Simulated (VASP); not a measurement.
Runs of VASP 6.6.1 on MgO. The cells are those of the table. 

```csv
cell,gap on the mesh (eV),pressure (GPa),largest force (eV/Å)
"a = 2.981, b = 2.981, c = 14.999 Å, angles 85.4, 87.7, 60.0°, 12 atoms",2.40,0.2,1.43
"a = 2.981, b = 2.981, c = 15.405 Å, angles 88.9, 89.4, 60.0°, 12 atoms",(c),-3.5,3.50
"a = 2.981, b = 2.981, c = 14.979 Å, angles 86.6, 88.3, 60.0°, 12 atoms",2.49,-0.9,1.29
"a = 2.981, b = 2.981, c = 14.605 Å, angles 88.8, 89.4, 60.0°, 12 atoms",4.53,0.2,1.27
"a = 2.981, b = 2.981, c = 14.614 Å, angles 87.7, 88.8, 60.0°, 12 atoms",4.41,2.5,4.07
"a = 2.981, b = 2.981, c = 14.629 Å, angles 86.5, 88.2, 60.0°, 12 atoms",(b),6.2,8.82
"a = 2.981, b = 2.981, c = 14.650 Å, angles 85.3, 87.7, 60.0°, 12 atoms",(a),(d),14.00
"a = 2.981, b = 2.981, c = 15.448 Å, angles 85.6, 87.8, 60.0°, 12 atoms",0.15,-2.8,3.30
```

Alike in all rows: task single point; level PBEsol; potentials or basis VASP PAW PBE potentials, release 64 (Mg, O); no spin polarisation; k mesh 9 × 9 × 2; cutoff (eV) 520; smearing gaussian 0.05 eV.

Q: Estimate the missing entries.

A: (a) 4.17; (b) 4.29; (c) 0.32; (d) 9.9.

Caveats: the PAW data sets were made with another functional, which shifts forces and pressure a little; semilocal functionals underestimate gaps, and a narrow one can read as zero (at least some runs); the cell stands under tension (at least some runs); the stress differs along the axes, from -1 to 8 GPa (at least some runs); the stress differs along the axes, from 1 to 16 GPa (at least some runs); the stress differs along the axes, from 2 to 20 GPa (at least some runs).

A k mesh can miss the band edges.
